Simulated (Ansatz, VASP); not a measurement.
## Ca in VASP and in Ansatz

```xyz
2
Lattice="4.0922 0.0000 0.0000 -2.0461 3.5439 0.0000 0.0000 0.0000 6.1675" Properties=species:S:1:pos:R:3 pbc="T T T"
Ca    0.0000    2.3626    1.5419
Ca    2.0461    1.1813    4.6256
```

Alike in both runs: task single point; functional LDA; k mesh 15 × 15 × 8; occupations gaussian, width 0.15 eV; no spin polarisation.

|  | VASP | Ansatz |
| --- | --- | --- |
| version | VASP 6.6.1 | Ansatz 0.2.0 |
| potentials or method | VASP PAW LDA potentials, release 64 (Ca_sv), cutoff 520 eV | scalar-relativistic, plane waves, PAW |
| valence electrons in the cell | 20 | 20 |

VASP gave:

* gap on the k mesh at the Fermi level (eV): none
* pressure (GPa): -2.2
* traceless stress, the component that is largest in VASP (GPa): 1.14

What did Ansatz give for the same quantities?

gap on the k mesh at the Fermi level (eV): none; pressure (GPa): -2.2; traceless stress, the component that is largest in VASP (GPa): 1.13.

LDA's correlation is that of Perdew and Zunger in VASP and of Perdew and Wang (1992) in Ansatz. A gap of «none» marks a metal or a gap that the smearing closes.
